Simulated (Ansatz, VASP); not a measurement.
K: VASP beside Ansatz

INCAR

```
SYSTEM = K
ALGO     = Normal         ! electronic algorithm
EDIFF    = 1E-6           ! SCF threshold, eV
ENCUT    = 520            ! plane-wave cutoff, eV
GGA      = PE             ! functional
ISIF     = 2              ! what is computed and relaxed
ISMEAR   = -1             ! smearing method
LASPH    = .TRUE.         ! aspherical terms in the spheres
LCHARG   = .FALSE.        ! write CHGCAR
LREAL    = .FALSE.        ! projectors in reciprocal space
LWAVE    = .FALSE.        ! write WAVECAR
NBANDS   = 10             ! bands
NELM     = 60             ! most SCF steps
PREC     = Accurate       ! precision mode
SIGMA    = 0.1            ! smearing width, eV
```

File KPOINTS:

```
k-points
0
G
  9 9 9
  0 0 0
```

The input POSCAR:

```
K
1.0
    0.0000000000      3.2890893293      3.2890893293
    3.2890893293      0.0000000000      3.2890893293
    3.2890893293      3.2890893293      0.0000000000
K
1
Direct
    0.0000000000      0.0000000000      0.0000000000
```

Input for Ansatz:

```yaml
crystal:
  lattice:
    - [0.0, 3.2890893293, 3.2890893293]
    - [3.2890893293, 0.0, 3.2890893293]
    - [3.2890893293, 3.2890893293, 0.0]
  atoms:
    - { symbol: K, position: [0.0, 0.0, 0.0] }
hamiltonian:
  xc: pbe
  pseudopotentials:
    kind: paw
    azcp:
      K: "pseudopotentials/K.paw.azcp"
basis:
  ecutwfc: 420
  fft_grid_basis: typed
kpoints:
  mp_grid: { grid: [9, 9, 9], shift: [0, 0, 0] }
magnetization:
  spin_polarized: false
scf:
  occupations: { method: fermi_dirac, width: 0.1 }
  lower_state_search: "off"
output:
  stress: true
  write_density: true
  write_potential: true
  elf: true
  volumetric_format: npy
```

Alike in both runs: task single point; functional PBE; k mesh 9 × 9 × 9; occupations fermi-dirac, width 0.1 eV; no spin polarisation.

```csv
,VASP,Ansatz
version,VASP 6.6.1,Ansatz 0.2.0
potentials or method,"VASP PAW PBE potentials, release 64 (K_sv), cutoff 520 eV","plane waves (420 eV) with PAW, scalar-relativistic"
valence electrons in the cell,9,9
```

|  | VASP | Ansatz | Ansatz less VASP |
| --- | --- | --- | --- |
| pressure (GPa) | 0.1 | 0.2 | +0.01 |

The functional is the same, so the differences come from potentials, cutoffs and numerics.
